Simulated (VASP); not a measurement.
# AlN in VASP: a series of runs

Runs on AlN. Level: PBEsol. Tasks: single point.

All numbers are computed with VASP 6.6.1; they aren't measurements. Logs are shortened: lines on timing, memory, paths and dates and some standing lists are left out, and cuts for length are marked.

## (1) The cell of the first run

Symmetry: Cmc2_1, No. 36, orthorhombic system. The conventional cell has a = 3.114 Å, b = 5.393 Å, c = 4.983 Å, α = 90.00°, β = 90.00°, γ = 90.00°. Al (site symmetry m) has 4 N at 1.85 to 1.97 Å within 2.5 Å. N (site symmetry m) has 4 Al at 1.85 to 1.97 Å within 2.5 Å.

## (2) Single point, PBEsol (atoms displaced along a vibrational mode)

Input file INCAR:

```
SYSTEM = AlN
ALGO     = Normal         ! electronic algorithm
EDIFF    = 1E-6           ! SCF threshold, eV
ENCUT    = 520            ! plane-wave cutoff, eV
GGA      = PS             ! functional
ISIF     = 2              ! what is computed and relaxed
ISMEAR   = 0              ! smearing method
LASPH    = .TRUE.         ! aspherical terms in the spheres
LCHARG   = .FALSE.        ! write CHGCAR
LREAL    = .FALSE.        ! projectors in reciprocal space
LWAVE    = .FALSE.        ! write WAVECAR
NBANDS   = 26             ! bands
NELM     = 80             ! most SCF steps
PREC     = Accurate       ! precision mode
SIGMA    = 0.05           ! smearing width, eV
```

Input file KPOINTS:

```
k-points
0
G
  8 8 8
  0 0 0
```

Input file POSCAR:

```
AlN
1.0
   -3.1135599857      0.0000000000      0.0000000000
    0.0000000000      5.3928440876      0.0000000000
    1.5567799928     -2.6964220438     -4.9833504711
Al N
4 4
Direct
    0.9992473440      0.3277655947      0.9984946880
    0.4992473440      0.8277655947      0.9984946880
    0.2492473440      0.9207290933      0.4984946880
    0.7492473440      0.4207290933      0.4984946880
    0.8082504306      0.1311996364      0.6165008612
    0.3082504306      0.6311996364      0.6165008612
    0.0582504306      0.7353012248      0.1165008612
    0.5582504306      0.2353012248      0.1165008612
```

Potentials or basis: VASP PAW PBE potentials, release 64 (Al, N).

Command:

```sh
$ cat potpaw_PBE.64/Al/POTCAR potpaw_PBE.64/N/POTCAR > POTCAR
$ mpirun -np 1 vasp_std > vasp.out
```

OUTCAR:

```text
SYSTEM = AlN
   EDIFF = 1E-6
   ENCUT = 520
   GGA = PS
   ISIF = 2
   ISMEAR = 0
   LASPH = .TRUE.
   LREAL = .FALSE.
   NELM = 80
   PREC = Accurate

 ion  position               nearest neighbor table
   1  0.999  0.328  0.998-   8 1.85   8 1.85   5 1.90   7 1.97   4 3.06   3 3.06   4 3.06   3 3.06
                             4 3.10   3 3.10   2 3.11   2 3.11   2 3.11   2 3.11
   2  0.499  0.828  0.998-   7 1.85   7 1.85   6 1.90   8 1.97   3 3.06   4 3.06   3 3.06   4 3.06
                             4 3.10   3 3.10   1 3.11   1 3.11   1 3.11   1 3.11
   3  0.249  0.921  0.498-   5 1.85   5 1.85   7 1.90   6 1.97   1 3.06   2 3.06   1 3.06   2 3.06
                             1 3.10   2 3.10   4 3.11   4 3.11   4 3.11   4 3.11
   4  0.749  0.421  0.498-   6 1.85   6 1.85   8 1.90   5 1.97   2 3.06   1 3.06   2 3.06   1 3.06
                             2 3.10   1 3.10   3 3.11   3 3.11   3 3.11   3 3.11
   5  0.808  0.131  0.617-   3 1.85   3 1.85   1 1.90   4 1.97
   6  0.308  0.631  0.617-   4 1.85   4 1.85   2 1.90   3 1.97
   7  0.058  0.735  0.117-   2 1.85   2 1.85   3 1.90   1 1.97
   8  0.558  0.235  0.117-   1 1.85   1 1.85   4 1.90   2 1.97

  LATTYP: Found a body centered orthorhombic cell.
 ALAT       =     3.1135599857
 B/A-ratio  =     1.7320508076
 C/A-ratio  =     3.2010627667

  Lattice vectors:

 A1 = (  -1.5567799928,   2.6964220438,   4.9833504711)
 A2 = (   1.5567799929,  -2.6964220438,   4.9833504711)
 A3 = (   1.5567799928,   2.6964220438,  -4.9833504711)

Analysis of symmetry for initial positions (statically):
=====================================================================
 Subroutine PRICEL returns following result:

  LATTYP: Found a hexagonal cell.
 ALAT       =     3.1135599857
 C/A-ratio  =     1.6005313834

  Lattice vectors:

 A1 = (   3.1135599857,  -0.0000000000,   0.0000000000)
 A2 = (  -1.5567799929,  -2.6964220438,   0.0000000000)
 A3 = (  -0.0000000000,   0.0000000000,  -4.9833504711)

   2 primitive cells build up your supercell.

 Routine SETGRP: Setting up the symmetry group for a
 body centered orthorhombic supercell.

 Subroutine GETGRP returns: Found  4 space group operations
 (whereof  2 operations were pure point group operations)
 out of a pool of  8 trial point group operations.

The static configuration has the point symmetry C_1h.
 The point group associated with its full space group is C_2v.

Analysis of symmetry for dynamics (positions and initial velocities):
=====================================================================
 Subroutine PRICEL returns following result:

  LATTYP: Found a hexagonal cell.
 ALAT       =     3.1135599857
 C/A-ratio  =     1.6005313834

  Lattice vectors:

 A1 = (   3.1135599857,  -0.0000000000,   0.0000000000)
 A2 = (  -1.5567799929,  -2.6964220438,   0.0000000000)
 A3 = (  -0.0000000000,   0.0000000000,  -4.9833504711)

   2 primitive cells build up your supercell.

 Routine SETGRP: Setting up the symmetry group for a
 body centered orthorhombic supercell.

 Subroutine GETGRP returns: Found  4 space group operations
 (whereof  2 operations were pure point group operations)
 out of a pool of  8 trial point group operations.

The dynamic configuration has the point symmetry C_1h.
 The point group associated with its full space group is C_2v.

 Subroutine INISYM returns: Found  4 space group operations
 (whereof  2 operations are pure point group operations),
 and found     2 'primitive' translations

----------------------------------------------------------------------------------------

                                     Primitive cell

  volume of cell :      41.8376

  direct lattice vectors                    reciprocal lattice vectors
     3.113559986 -0.000000000  0.000000000     0.321175762 -0.185430912 -0.000000000
    -1.556779993 -2.696422044  0.000000000    -0.000000000 -0.370861825 -0.000000000
    -0.000000000  0.000000000 -4.983350471     0.000000000  0.000000000 -0.200668206

  length of vectors
     3.113559986  3.113559986  4.983350471     0.370861825  0.370861825  0.200668206

  position of ions in fractional coordinates (direct lattice)
     0.671481749  0.342963499  0.998494688
     0.328518251  0.657036501  0.498494688
     0.677050794  0.354101588  0.616500861
     0.322949206  0.645898412  0.116500861

  ion indices of the primitive-cell ions
   primitive index   ion index
                 1           1
                 2           4
                 3           5
                 4           7

----------------------------------------------------------------------------------------

 KPOINTS: k-points

Automatic generation of k-mesh.
 Grid dimensions read from file:
 generate k-points for:    8    8    8

 Generating k-lattice:

  Cartesian coordinates                     Fractional coordinates (reciprocal lattice)
    -0.040146970  0.000000000 -0.012541763     0.125000000  0.000000000  0.000000000
     0.000000000  0.023178864 -0.012541763     0.000000000  0.125000000  0.000000000
     0.000000000  0.000000000 -0.025083526     0.000000000  0.000000000  0.125000000

  Length of vectors
     0.042060374  0.026354422  0.025083526

  Shift w.r.t. Gamma in fractional coordinates (k-lattice)
     0.000000000  0.000000000  0.000000000

 Subroutine IBZKPT returns following result:
 ===========================================

 Found     95 irreducible k-points:

 Following reciprocal coordinates:
            Coordinates               Weight
  0.000000  0.000000  0.000000      1.000000
  0.125000  0.000000  0.000000      4.000000
  0.250000  0.000000  0.000000      4.000000
  0.375000  0.000000  0.000000      4.000000
  0.500000  0.000000  0.000000      2.000000
  0.000000  0.125000  0.000000      4.000000
[... 16 lines left out ...]
  0.125000  0.375000  0.000000      8.000000
  0.250000  0.375000  0.000000      8.000000
 [... further k-points ...]
   k-points           NKPTS =     95   k-points in BZ     NKDIM =     95   number of bands    NBANDS=     26
   number of dos      NEDOS =    301   number of ions     NIONS =      8
   total plane-waves  NPLWV =  46080
   dimension x,y,z NGX =    24 NGY =   40 NGZ =   48
   dimension x,y,z NGXF=    48 NGYF=   80 NGZF=   96
   ions per type =               4   4
   NGX,Y,Z   is equivalent  to a cutoff of  12.81, 12.33, 13.58 a.u.
   NGXF,Y,Z  is equivalent  to a cutoff of  25.63, 24.66, 27.16 a.u.
 SYSTEM =  AlN
   PREC   = accura    normal or accurate (medium, high low for compatibility)
   ISTART =      0    job   : 0-new  1-cont  2-samecut
   ICHARG =      2    charge: 1-file 2-atom 10-const
   ISPIN  =      1    spin polarized calculation?
   LNONCOLLINEAR =      F non collinear calculations
   LSORBIT =      F    spin-orbit coupling
   LASPH  =      T    aspherical Exc in radial PAW
   ENCUT  =  520.0 eV  38.22 Ry    6.18 a.u.   5.79 10.03 10.93*2*pi/ulx,y,z
   NELM   =     80;   NELMIN=  2; NELMDL= -5     # of ELM steps
   EDIFF  = 0.1E-05   stopping-criterion for ELM
   LREAL  =      F    real-space projection
   EDIFFG = 0.1E-04   stopping-criterion for IOM
   NSW    =      0    number of steps for IOM
   IBRION =     -1    ionic relax: 0-MD 1-quasi-New 2-CG
   NFREE  =      0    steps in history (QN), initial steepest desc. (CG)
   ISIF   =      2    stress and relaxation
   ISYM   =      2    0-nonsym 1-usesym 2-fastsym
   POTIM  = 0.5000    time-step for ionic-motion
   TEBEG  =    0.0;   TEEND  =   0.0 temperature during run
   PSTRESS=    0.0 pullay stress
   NELECT =      32.0000    total number of electrons
   NUPDOWN=      -1.0000    fix difference up-down
   EMIN   =  10.00;   EMAX   =-10.00  energy-range for DOS
   EFERMI =   0.00;   METHOD = LEGACY
   ISMEAR =     0;   SIGMA  =   0.05  broadening in eV -4-tet -1-fermi 0-gaus
   EFERMI_NEDOS =   21; number of points for ismear=-14 and -15
   IALGO  =     38    algorithm
   IMIX   =      4    mixing-type and parameters
     AMIX     =   0.40;   BMIX     =  1.00
     AMIX_MAG =   1.60;   BMIX_MAG =  1.00
  volume/ion in A,a.u.               =      10.46        70.58
  Fermi-wavevector in a.u.,A,eV,Ry     =   1.188300  2.245561 19.212190  1.412056
  Thomas-Fermi vector in A             =   2.324432
   LORBIT       =      0    0 simple, 1 ext, 2 COOP (PROOUT), +10 PAW based schemes
   GGA     = PS    functional components
   LHFCALC =     F    Hartree Fock is set to
   AEXX    =    0.0000 exact exchange contribution
   IVDW    =     0    specifies the selected vdW correction
   LEPSILON=     F    determine dielectric tensor
   LRPA    =     F    only Hartree local field effects (RPA)
 non-spin polarized calculation
 Gauss-broadening in eV      SIGMA  =   0.05
  energy-cutoff  :      520.00
  volume of cell :       83.68
 maximum number of plane-waves:      2272
   NGX = 11   NGY = 21   NGZ = 21

 number of electron      32.0000000 magnetization

 Free energy of the ion-electron system (eV)
  ---------------------------------------------------
  ext. energy  EPLUGINS =         0.00000000
  ---------------------------------------------------
  free energy    TOTEN  =       -62.44745392 eV

  energy without entropy =      -62.44745392  energy(sigma->0) =      -62.44745392

 E-fermi :   6.2761     XC(G=0): -11.0987

 val. band max:        6.0584550721   @ k =   0.0000   0.0000   0.0000
 cond. band min:      10.1472472032   @ k =   0.0000   0.0000   0.0000
 fundamental gap:      4.0887921311
 Fermi energy:         6.2760888174

 k-point     1 :       0.0000    0.0000    0.0000
  band No.  band energies     occupation
      1      -9.1154      2.00000
      2      -6.9358      2.00000
      3      -6.7592      2.00000
      4      -6.7592      2.00000
      5      -0.0032      2.00000
      6       0.5278      2.00000
[... 18 lines left out ...]
     25      17.2148      0.00000
     26      17.8922      0.00000
[... 644 lines left out ...]
      4      -6.4470      2.00000
      5       1.2914      2.00000
      6       1.3084      2.00000
[... 18 lines left out ...]
     25      16.8296      0.00000
     26      16.8915      0.00000

 [... further k-points ...]

------------------------ aborting loop because EDIFF is reached ----------------------------------------

  FORCE on cell =-STRESS in cart. coord.  units (eV):
  Direction    XX          YY          ZZ          XY          YZ          ZX
  --------------------------------------------------------------------------------------
  -------------------------------------------------------------------------------------
  Total        3.7367523     -2.5009254      0.1913589      0.0000000      0.0000000      0.0000000
  in kB       71.5497903    -47.8866869      3.6640620      0.0000000      0.0000000      0.0000000
  external PRESSURE =       9.1090551 kB  Pullay stress =       0.0000000 kB

 VOLUME and BASIS-vectors are now :
 -----------------------------------------------------------------------------
  energy-cutoff  :      520.00
  volume of cell :       83.68
      direct lattice vectors                 reciprocal lattice vectors
    -3.113559986  0.000000000  0.000000000    -0.321175762  0.000000000 -0.100334103
     0.000000000  5.392844088  0.000000000     0.000000000  0.185430912 -0.100334103
     1.556779993 -2.696422044 -4.983350471     0.000000000  0.000000000 -0.200668206

 POSITION                                       TOTAL-FORCE (eV/Angst)
 -----------------------------------------------------------------------------------
     -1.55678     -0.92477     -4.97585         0.000000      0.945705      0.094984
     -0.00000      1.77165     -4.97585         0.000000      0.945705      0.094984
     -0.00000      3.62120     -2.48417         0.000000     -0.945705      0.094984
     -1.55678      0.92477     -2.48417         0.000000     -0.945705      0.094984
     -1.55678     -0.95481     -3.07224        -0.000000      1.067404     -0.094984
     -0.00000      1.74161     -3.07224        -0.000000      1.067404     -0.094984
     -0.00000      3.65123     -0.58056        -0.000000     -1.067404     -0.094984
     -1.55678      0.95481     -0.58056        -0.000000     -1.067404     -0.094984
 -----------------------------------------------------------------------------------
    total drift:                               -0.000028     -0.000021      0.000687

  FREE ENERGIE OF THE ION-ELECTRON SYSTEM (eV)
  ---------------------------------------------------
  free  energy   TOTEN  =       -62.4474539181 eV

  energy  without entropy=      -62.4474539181  energy(sigma->0) =      -62.44745392
```

Wall time 70 s (1 thread of Intel Xeon 6975P-C (Granite Rapids), shared host); peak memory 0.3 GiB.

What came out:

| Property | Result |
| --- | --- |
| Free energy | -62.4475 eV |
| Pressure | 0.9 GPa |
| Largest force | 1.072 eV/Å |
| Band gap on the k mesh | 4.09 eV |

Forces in eV/Å, atoms in the order of the input:
```
Al   0.000  0.946  0.095
Al   0.000  0.946  0.095
Al   0.000 -0.946  0.095
Al   0.000 -0.946  0.095
N    0.000  1.067 -0.095
N    0.000  1.067 -0.095
N    0.000 -1.067 -0.095
N    0.000 -1.067 -0.095
```

Stress tensor (GPa, compression positive):
```
 7.15  0.00  0.00
 0.00 -4.79  0.00
 0.00  0.00  0.37
```

Caveat: the cell differs from its parent crystal (atoms displaced along a vibrational mode); the PAW data sets were made with another functional, which shifts forces and pressure a little. A k mesh can miss the band edges.

(Part 1 of 3 ends here.)
